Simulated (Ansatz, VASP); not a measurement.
## TlBr in VASP and in Ansatz

File INCAR:

```
PREC = Accurate
ENCUT = 500
EDIFF = 1E-6
ISMEAR = 0
SIGMA = 0.01
LREAL = F
LASPH = T
NELM = 200
ALGO = Normal
ISIF = 2
LWAVE = F
LCHARG = F
LNONCOLLINEAR = T
MAGMOM = 0 0 0 0 0 0
LORBIT = 11
LSORBIT = T
GGA_COMPAT = F
LORBMOM = T
GGA = PE
NBANDS = 32
```

KPOINTS

```
Automatic mesh
0
Gamma
  6 6 6
```

The input POSCAR:

```
TlBr
1.0
    3.9461936984      0.0000000000      0.0000000000
    0.0000000000      3.9461936984      0.0000000000
    0.0000000000      0.0000000000      3.9461936984
Tl Br
1 1
Direct
    0.0000000000      0.0000000000      0.0000000000
    0.5000000000      0.5000000000      0.5000000000
```

Input for Ansatz:

```yaml
crystal:
  lattice:
    - [3.9461936984, 0.0, 0.0]
    - [0.0, 3.9461936984, 0.0]
    - [0.0, 0.0, 3.9461936984]
  atoms:
    - { symbol: Tl, position: [0.0, 0.0, 0.0] }
    - { symbol: Br, position: [0.5, 0.5, 0.5] }
kpoints:
  mp_grid: { grid: [6, 6, 6] }
  band_path:
    path:
      - [0.0, 0.0, 0.0]
      - [0.0, 0.5, 0.0]
      - [0.5, 0.5, 0.0]
      - [0.5, 0.5, 0.5]
      - [0.0, 0.0, 0.5]
    npoints: 1
hamiltonian:
  xc: pbe
scf:
  occupations: { method: fixed }
  n_extra_bands: 8
magnetization:
  noncollinear: true
  spin_orbit: true
output:
  forces: true
  stress: true
  eigenvalues: true
  write_density: true
  write_potential: true
  elf: true
  volumetric_format: npy
```

Alike in both runs: task single point; functional PBE; k mesh 6 × 6 × 6; non-collinear spin, spin-orbit coupling.

|  | VASP | Ansatz |
| --- | --- | --- |
| version | VASP 6.6.1 | Ansatz 0.2.0 |
| potentials or method | VASP PAW PBE potentials, release 64 (Tl_d, Br) | plane waves, PAW |
| plane-wave cutoff (eV) | 500 | 420 |
| occupations | gaussian, width 0.01 eV | fixed |
| valence electrons in the cell | 20 | 20 |

|  | VASP | Ansatz | Ansatz less VASP |
| --- | --- | --- | --- |
| pressure (GPa) | 1.8 | 1.7 | -0.02 |
| net moment per atom (μB) | 0.00 | 0.00 | 0.000 |
